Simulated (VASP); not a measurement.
# SnTe3 (P6_3/mmc) in VASP: a series of runs

Runs on SnTe3. Level: PBE. Tasks: single point, relaxation of cell and atoms.

Everything below comes from runs of VASP 6.6.1. Logs are shortened: lines on timing, memory, paths and dates and some standing lists are left out, and cuts for length are marked.

## Step 1: The cell of the first run

It takes space group P6_3/mmc (No. 194, hexagonal). Conventional cell: a = 7.913 Å, b = 7.913 Å, c = 6.216 Å, α = 90.00°, β = 90.00°, γ = 120.00°. Sn (site symmetry -6m2) has 12 Te at 3.79 to 3.96 Å within 5.0 Å. Within 4.9 Å of Te (site symmetry mm2) lie 8 Te at 3.75 to 4.16 Å and 4 Sn at 3.79 to 3.96 Å.

The cell was generated, and may not be a known phase.

## Step 2: Single point, PBE

INCAR reads:

```
SYSTEM = SnTe3
ALGO = Normal
EDIFF = 1E-6
ENCUT = 520
GGA = PE
ISIF = 2
ISMEAR = 0
LASPH = .TRUE.
LCHARG = .FALSE.
LREAL = .FALSE.
LWAVE = .FALSE.
NBANDS = 42
NELM = 80
PREC = Accurate
SIGMA = 0.1
```

KPOINTS reads:

```
k-points
0
G
  3 3 4
  0 0 0
```

POSCAR reads:

```
SnTe3
1.0
    7.9130865000      0.0000000000      0.0000000000
   -3.9565432500      6.8529339400      0.0000000000
    0.0000000000      0.0000000000      6.2158532300
Sn Te
2 6
Direct
    0.6666666700      0.3333333300      0.2500000000
    0.3333333300      0.6666666700      0.7500000000
    0.3503951700      0.1751975900      0.7500000000
    0.8248024100      0.1751975900      0.7500000000
    0.8248024100      0.6496048300      0.7500000000
    0.6496048300      0.8248024100      0.2500000000
    0.1751975900      0.8248024100      0.2500000000
    0.1751975900      0.3503951700      0.2500000000
```

Potentials or basis: VASP PAW PBE potentials, release 64 (Sn_d, Te).

Run with:

```console
> cat potpaw_PBE.64/Sn_d/POTCAR potpaw_PBE.64/Te/POTCAR > POTCAR
> mpirun -np 1 vasp_std > vasp.out
```

OUTCAR:

```text
SYSTEM = SnTe3
   EDIFF = 1E-6
   ENCUT = 520
   GGA = PE
   ISIF = 2
   ISMEAR = 0
   LASPH = .TRUE.
   LREAL = .FALSE.
   NELM = 80
   PREC = Accurate

 ion  position               nearest neighbor table
   1  0.667  0.333  0.250-
   2  0.333  0.667  0.750-
   3  0.350  0.175  0.750-
   4  0.825  0.175  0.750-
   5  0.825  0.650  0.750-
   6  0.650  0.825  0.250-
   7  0.175  0.825  0.250-
   8  0.175  0.350  0.250-

  LATTYP: Found a hexagonal cell.
 ALAT       =     7.9130865000
 C/A-ratio  =     0.7855156430

  Lattice vectors:

 A1 = (   7.9130865000,   0.0000000000,   0.0000000000)
 A2 = (  -3.9565432500,   6.8529339400,   0.0000000000)
 A3 = (   0.0000000000,   0.0000000000,   6.2158532300)

Analysis of symmetry for initial positions (statically):
=====================================================================
 Subroutine PRICEL returns:
 Original cell was already a primitive cell.

 Routine SETGRP: Setting up the symmetry group for a
 hexagonal supercell.

 Subroutine GETGRP returns: Found 24 space group operations
 (whereof 12 operations were pure point group operations)
 out of a pool of 24 trial point group operations.

The static configuration has the point symmetry D_3d.
 The point group associated with its full space group is D_6h.

Analysis of symmetry for dynamics (positions and initial velocities):
=====================================================================
 Subroutine PRICEL returns:
 Original cell was already a primitive cell.

 Routine SETGRP: Setting up the symmetry group for a
 hexagonal supercell.

 Subroutine GETGRP returns: Found 24 space group operations
 (whereof 12 operations were pure point group operations)
 out of a pool of 24 trial point group operations.

The dynamic configuration has the point symmetry D_3d.
 The point group associated with its full space group is D_6h.

 Subroutine INISYM returns: Found 24 space group operations
 (whereof 12 operations are pure point group operations),
 and found     1 'primitive' translations

----------------------------------------------------------------------------------------

                                     Primitive cell

  volume of cell :     337.0724

  direct lattice vectors                    reciprocal lattice vectors
     7.913086500  0.000000000  0.000000000     0.126372939  0.072961450  0.000000000
    -3.956543250  6.852933940  0.000000000     0.000000000  0.145922901  0.000000000
     0.000000000  0.000000000  6.215853230     0.000000000  0.000000000  0.160878959

  length of vectors
     7.913086500  7.913086507  6.215853230     0.145922901  0.145922901  0.160878959

  position of ions in fractional coordinates (direct lattice)
     0.666666670  0.333333330  0.250000000
     0.333333330  0.666666670  0.750000000
     0.350395170  0.175197590  0.750000000
     0.824802410  0.175197590  0.750000000
     0.824802410  0.649604830  0.750000000
     0.649604830  0.824802410  0.250000000
     0.175197590  0.824802410  0.250000000
     0.175197590  0.350395170  0.250000000

  ion indices of the primitive-cell ions
   primitive index   ion index
                 1           1
                 2           2
                 3           3
                 4           4
                 5           5
                 6           6
                 7           7
                 8           8

----------------------------------------------------------------------------------------

 KPOINTS: k-points

Automatic generation of k-mesh.
 Grid dimensions read from file:
 generate k-points for:    3    3    4

 Generating k-lattice:

  Cartesian coordinates                     Fractional coordinates (reciprocal lattice)
     0.042124313  0.024320483  0.000000000     0.333333333  0.000000000  0.000000000
     0.000000000  0.048640967  0.000000000     0.000000000  0.333333333  0.000000000
     0.000000000  0.000000000  0.040219740     0.000000000  0.000000000  0.250000000

  Length of vectors
     0.048640967  0.048640967  0.040219740

  Shift w.r.t. Gamma in fractional coordinates (k-lattice)
     0.000000000  0.000000000  0.000000000

 Subroutine IBZKPT returns following result:
 ===========================================

 Found      9 irreducible k-points:

 Following reciprocal coordinates:
            Coordinates               Weight
  0.000000  0.000000  0.000000      1.000000
  0.333333  0.000000  0.000000      6.000000
  0.333333  0.333333  0.000000      2.000000
  0.000000  0.000000  0.250000      2.000000
  0.333333  0.000000  0.250000     12.000000
  0.333333  0.333333  0.250000      4.000000
  0.000000  0.000000  0.500000      1.000000
  0.333333  0.000000  0.500000      6.000000
  0.333333  0.333333  0.500000      2.000000
   k-points           NKPTS =      9   k-points in BZ     NKDIM =      9   number of bands    NBANDS=     42
   number of dos      NEDOS =    301   number of ions     NIONS =      8
   total plane-waves  NPLWV = 172800
   dimension x,y,z NGX =    60 NGY =   60 NGZ =   48
   dimension x,y,z NGXF=   120 NGYF=  120 NGZF=   96
   ions per type =               2   6
   NGX,Y,Z   is equivalent  to a cutoff of  12.61, 12.61, 12.84 a.u.
   NGXF,Y,Z  is equivalent  to a cutoff of  25.21, 25.21, 25.68 a.u.
 SYSTEM =  SnTe3
   PREC   = accura    normal or accurate (medium, high low for compatibility)
   ISTART =      0    job   : 0-new  1-cont  2-samecut
   ICHARG =      2    charge: 1-file 2-atom 10-const
   ISPIN  =      1    spin polarized calculation?
   LNONCOLLINEAR =      F non collinear calculations
   LSORBIT =      F    spin-orbit coupling
   LASPH  =      T    aspherical Exc in radial PAW
   ENCUT  =  520.0 eV  38.22 Ry    6.18 a.u.  14.71 14.71 11.56*2*pi/ulx,y,z
   NELM   =     80;   NELMIN=  2; NELMDL= -5     # of ELM steps
   EDIFF  = 0.1E-05   stopping-criterion for ELM
   LREAL  =      F    real-space projection
   EDIFFG = 0.1E-04   stopping-criterion for IOM
   NSW    =      0    number of steps for IOM
   IBRION =     -1    ionic relax: 0-MD 1-quasi-New 2-CG
   NFREE  =      0    steps in history (QN), initial steepest desc. (CG)
   ISIF   =      2    stress and relaxation
   ISYM   =      2    0-nonsym 1-usesym 2-fastsym
   POTIM  = 0.5000    time-step for ionic-motion
   TEBEG  =    0.0;   TEEND  =   0.0 temperature during run
   PSTRESS=    0.0 pullay stress
   NELECT =      64.0000    total number of electrons
   NUPDOWN=      -1.0000    fix difference up-down
   EMIN   =  10.00;   EMAX   =-10.00  energy-range for DOS
   EFERMI =   0.00;   METHOD = LEGACY
   ISMEAR =     0;   SIGMA  =   0.10  broadening in eV -4-tet -1-fermi 0-gaus
   EFERMI_NEDOS =   21; number of points for ismear=-14 and -15
   IALGO  =     38    algorithm
   IMIX   =      4    mixing-type and parameters
     AMIX     =   0.40;   BMIX     =  1.00
     AMIX_MAG =   1.60;   BMIX_MAG =  1.00
  volume/ion in A,a.u.               =      42.13       284.33
  Fermi-wavevector in a.u.,A,eV,Ry     =   0.940937  1.778113 12.046080  0.885362
  Thomas-Fermi vector in A             =   2.068398
   LORBIT       =      0    0 simple, 1 ext, 2 COOP (PROOUT), +10 PAW based schemes
   GGA     = PE    functional components
   LHFCALC =     F    Hartree Fock is set to
   AEXX    =    0.0000 exact exchange contribution
   IVDW    =     0    specifies the selected vdW correction
   LEPSILON=     F    determine dielectric tensor
   LRPA    =     F    only Hartree local field effects (RPA)
 non-spin polarized calculation
 Gauss-broadening in eV      SIGMA  =   0.10
  energy-cutoff  :      520.00
  volume of cell :      337.07
 maximum number of plane-waves:      9113
 NGX is ok and might be reduce to    60
   NGX = 29   NGY = 29   NGZ = 23

 number of electron      64.0000005 magnetization

 Free energy of the ion-electron system (eV)
  ---------------------------------------------------
  ext. energy  EPLUGINS =         0.00000000
  ---------------------------------------------------
  free energy    TOTEN  =       -21.73632332 eV

  energy without entropy =      -21.67898742  energy(sigma->0) =      -21.70765537

 E-fermi :   3.4418     XC(G=0):  -8.3779

 val. band max:        3.4136716710   @ k =   0.0000   0.0000   0.5000
 cond. band min:       3.4468676905   @ k =   0.0000   0.0000   0.0000
 fundamental gap:      0.0331960195
 Fermi energy:         3.4418388452

 k-point     1 :       0.0000    0.0000    0.0000
  band No.  band energies     occupation
      1     -18.6345      2.00000
      2     -18.6345      2.00000
      3     -18.6344      2.00000
      4     -18.6344      2.00000
      5     -18.6180      2.00000
      6     -18.6180      2.00000
[... 34 lines left out ...]
     41       5.9222      0.00000
     42       6.2634      0.00000

 k-point     2 :       0.3333    0.0000    0.0000
  band No.  band energies     occupation
      1     -18.6345      2.00000
      2     -18.6345      2.00000
      3     -18.6344      2.00000
      4     -18.6343      2.00000
      5     -18.6181      2.00000
      6     -18.6180      2.00000
[... 34 lines left out ...]
     41       5.8376      0.00000
     42       6.0525      0.00000

 k-point     3 :       0.3333    0.3333    0.0000
  band No.  band energies     occupation
      1     -18.6346      2.00000
      2     -18.6344      2.00000
      3     -18.6344      2.00000
      4     -18.6343      2.00000
      5     -18.6181      2.00000
      6     -18.6179      2.00000
[... 34 lines left out ...]
     41       5.7104      0.00000
     42       5.7104      0.00000

 k-point     4 :       0.0000    0.0000    0.2500
  band No.  band energies     occupation
      1     -18.6345      2.00000
      2     -18.6344      2.00000
      3     -18.6344      2.00000
      4     -18.6344      2.00000
      5     -18.6180      2.00000
      6     -18.6180      2.00000
[... 34 lines left out ...]
     41       5.8395      0.00000
     42       5.8395      0.00000

 k-point     5 :       0.3333    0.0000    0.2500
  band No.  band energies     occupation
      1     -18.6345      2.00000
      2     -18.6345      2.00000
      3     -18.6344      2.00000
      4     -18.6344      2.00000
      5     -18.6180      2.00000
      6     -18.6180      2.00000
[... 34 lines left out ...]
     41       5.5625      0.00000
     42       5.7447      0.00000

 k-point     6 :       0.3333    0.3333    0.2500
  band No.  band energies     occupation
      1     -18.6345      2.00000
      2     -18.6344      2.00000
      3     -18.6344      2.00000
      4     -18.6343      2.00000
      5     -18.6181      2.00000
      6     -18.6179      2.00000
[... 34 lines left out ...]
     41       5.6280      0.00000
     42       5.6280      0.00000

 k-point     7 :       0.0000    0.0000    0.5000
  band No.  band energies     occupation
      1     -18.6344      2.00000
      2     -18.6344      2.00000
      3     -18.6344      2.00000
      4     -18.6344      2.00000
      5     -18.6179      2.00000
      6     -18.6179      2.00000
[... 34 lines left out ...]
     41       5.7779      0.00000
     42       5.7779      0.00000

 k-point     8 :       0.3333    0.0000    0.5000
  band No.  band energies     occupation
      1     -18.6344      2.00000
      2     -18.6344      2.00000
      3     -18.6344      2.00000
      4     -18.6344      2.00000
      5     -18.6179      2.00000
      6     -18.6179      2.00000
[... 34 lines left out ...]
     41       5.5755      0.00000
     42       5.5755      0.00000

 k-point     9 :       0.3333    0.3333    0.5000
  band No.  band energies     occupation
      1     -18.6344      2.00000
      2     -18.6344      2.00000
      3     -18.6344      2.00000
      4     -18.6344      2.00000
      5     -18.6179      2.00000
      6     -18.6179      2.00000
[... 34 lines left out ...]
     41       5.3438      0.00000
     42       5.3438      0.00000

------------------------ aborting loop because EDIFF is reached ----------------------------------------

  FORCE on cell =-STRESS in cart. coord.  units (eV):
  Direction    XX          YY          ZZ          XY          YZ          ZX
  --------------------------------------------------------------------------------------
  -------------------------------------------------------------------------------------
  Total      -15.2991903    -15.2991903    -15.4031280      0.0000000      0.0000000      0.0000000
  in kB      -72.7203264    -72.7203266    -73.2143643      0.0000000      0.0000000      0.0000000
  external PRESSURE =     -72.8850057 kB  Pullay stress =       0.0000000 kB

 VOLUME and BASIS-vectors are now :
 -----------------------------------------------------------------------------
  energy-cutoff  :      520.00
  volume of cell :      337.07
      direct lattice vectors                 reciprocal lattice vectors
     7.913086500  0.000000000  0.000000000     0.126372939  0.072961450  0.000000000
    -3.956543250  6.852933940  0.000000000     0.000000000  0.145922901  0.000000000
     0.000000000  0.000000000  6.215853230     0.000000000  0.000000000  0.160878959

 POSITION                                       TOTAL-FORCE (eV/Angst)
 -----------------------------------------------------------------------------------
      3.95654      2.28431      1.55396        -0.000000      0.000000     -0.000000
     -0.00000      4.56862      4.66189        -0.000000      0.000000     -0.000000
      2.07953      1.20062      4.66189         0.410275      0.236872     -0.000000
      5.83356      1.20062      4.66189        -0.410275      0.236872     -0.000000
      3.95654      4.45170      4.66189        -0.000000     -0.473744     -0.000000
      1.87701      5.65232      1.55396        -0.410275     -0.236872     -0.000000
     -1.87701      5.65232      1.55396         0.410275     -0.236872      0.000000
      0.00000      2.40123      1.55396        -0.000000      0.473744     -0.000000
 -----------------------------------------------------------------------------------
    total drift:                               -0.000022      0.000013      0.000000

  FREE ENERGIE OF THE ION-ELECTRON SYSTEM (eV)
  ---------------------------------------------------
  free  energy   TOTEN  =       -21.7363233209 eV

  energy  without entropy=      -21.6789874212  energy(sigma->0) =      -21.70765537
```

Run time: 4.5 min. Hardware: 1 thread of Intel Xeon 8259CL, shared host; peak memory 0.47 GiB.

Results:

| Property | Result |
| --- | --- |
| Free energy | -21.7363 eV |
| Pressure | -7.3 GPa |
| Largest force | 0.474 eV/Å |
| Band gap on the k mesh | zero (bands 32 and 33 overlap by 0.97 eV) |

Forces on the atoms (eV/Å):
```
Sn   0.000  0.000  0.000
Sn   0.000  0.000  0.000
Te   0.410  0.237  0.000
Te  -0.410  0.237  0.000
Te   0.000 -0.474  0.000
Te  -0.410 -0.237  0.000
Te   0.410 -0.237  0.000
Te   0.000  0.474  0.000
```

Caveat: the cell stands under tension; spin-orbit coupling is left out, which moves the levels of the heavy elements; this functional lacks dispersion, which binds layers or chains, so the pressure and a relaxed spacing across them are unreliable.

## Step 3: Single point, PBE

This run uses another cell than the first one, of 29.18 Å³/atom.

INCAR reads:

```
PREC = Accurate ; ENCUT = 520
EDIFF = 1E-6 ; ISMEAR = 0
SIGMA = 0.1 ; LREAL = F
LASPH = T ; NELM = 100
ALGO = Normal ; ISIF = 2
LWAVE = F ; LCHARG = F
GGA = PE ; NBANDS = 42
```

KPOINTS reads:

```
regular mesh
0
Gamma
  3 3 4
```

POSCAR reads:

```
SnTe3
1.0
    6.7784771834      0.0000000000      0.0000000000
   -3.3892385917      5.8703334398      0.0000000000
    0.0000000000      0.0000000000      5.8664599934
Sn Te
2 6
Direct
    0.6666666667      0.3333333333      0.2500000000
    0.3333333333      0.6666666667      0.7500000000
    0.3496702914      0.1748351457      0.7500000000
    0.8251648543      0.1748351457      0.7500000000
    0.8251648543      0.6503297086      0.7500000000
    0.6503297086      0.8251648543      0.2500000000
    0.1748351457      0.8251648543      0.2500000000
    0.1748351457      0.3496702914      0.2500000000
```

Potentials or basis: VASP PAW PBE potentials, release 64 (Sn_d, Te).

Run with:

```console
> cat potpaw_PBE.64/Sn_d/POTCAR potpaw_PBE.64/Te/POTCAR > POTCAR
> mpirun -np 1 vasp_std > vasp.out
```

It took 2.4 min on 1 thread of Intel Xeon 8259CL, shared host; peak memory 0.37 GiB.

Results (log left out):

```
Free energy            : -25.2634 eV
Pressure               : 0.0 GPa
Largest force          : 0.008 eV/Å
Band gap on the k mesh : zero (bands 32 and 33 overlap by 1.93 eV)
```

Forces on the atoms (eV/Å):
```
Sn   0.000  0.000  0.000
Sn   0.000  0.000  0.000
Te  -0.007 -0.004  0.000
Te   0.007 -0.004  0.000
Te   0.000  0.008  0.000
Te   0.007  0.004  0.000
Te  -0.007  0.004  0.000
Te   0.000 -0.008  0.000
```

Stress tensor (GPa, compression positive):
```
 0.15  0.00  0.00
 0.00  0.15  0.00
 0.00  0.00 -0.16
```

Levels at points of the mesh, in eV from the Fermi level:
```tsv
k point	band 30	band 31	band 32	band 33	band 34	band 35
(0.00, 0.00, 0.00)	-0.87	-0.38	0.53	0.53	1.00	1.63
(0.00, 0.00, 0.50)	-0.10	0.45	0.45	1.29	1.29	1.29
```

Caveat: spin-orbit coupling is left out, which moves the levels of the heavy elements.

## Step 4: Single point, PBE

This run uses another cell than the first one, of 29.58 Å³/atom.

INCAR reads:

```
PREC = Accurate ; ENCUT = 520
EDIFF = 1E-7 ; ISMEAR = 0
SIGMA = 0.1 ; LREAL = F
LASPH = T ; NELM = 80
ALGO = Normal ; ISIF = 2
LWAVE = F ; LCHARG = F
GGA = PE ; NBANDS = 42
```

KPOINTS reads:

```
Automatic mesh
0
Gamma
  6 6 6
```

POSCAR reads:

```
SnTe3
1.0
    6.8208572171      0.0000000000      0.0000000000
   -3.4104286086      5.9070356256      0.0000000000
    0.0000000000      0.0000000000      5.8738949803
Sn Te
2 6
Direct
    0.6666666667      0.3333333333      0.2500000000
    0.3333333333      0.6666666667      0.7500000000
    0.3514694020      0.1757347010      0.7500000000
    0.8242652990      0.1757347010      0.7500000000
    0.8242652990      0.6485305980      0.7500000000
    0.6485305980      0.8242652990      0.2500000000
    0.1757347010      0.8242652990      0.2500000000
    0.1757347010      0.3514694020      0.2500000000
```

Run with:

```console
> cat potpaw_PBE.64/Sn_d/POTCAR potpaw_PBE.64/Te/POTCAR > POTCAR
> mpirun -np 1 vasp_std > vasp.out
```

Wall time 9.4 min (1 thread of Intel Xeon 8259CL, shared host); peak memory 0.5 GiB.

The run converged. Its results:

```yaml
Free_energy: -24.9998 eV
Pressure: -0.1 GPa
Band_gap_on_the_k_mesh: zero (bands 32 and 33 overlap by 2.02 eV)
```

Levels at points of the mesh, in eV from the Fermi level:
```tsv
k point	band 30	band 31	band 32	band 33	band 34	band 35
(0.00, 0.00, 0.00)	-0.90	-0.43	0.44	0.44	1.02	1.55
(0.50, 0.00, 0.00)	-1.13	-0.98	-0.14	-0.13	0.69	0.75
(0.00, 0.00, 0.50)	-0.14	0.39	0.39	1.19	1.19	1.19
(0.50, 0.00, 0.50)	-1.54	-0.64	-0.64	0.56	0.56	0.77
```

Caveat: spin-orbit coupling is left out, which moves the levels of the heavy elements.

(Part 1 of 2 ends here.)

The gap in the log of VASP goes by the Fermi energy; the results here count the filled bands.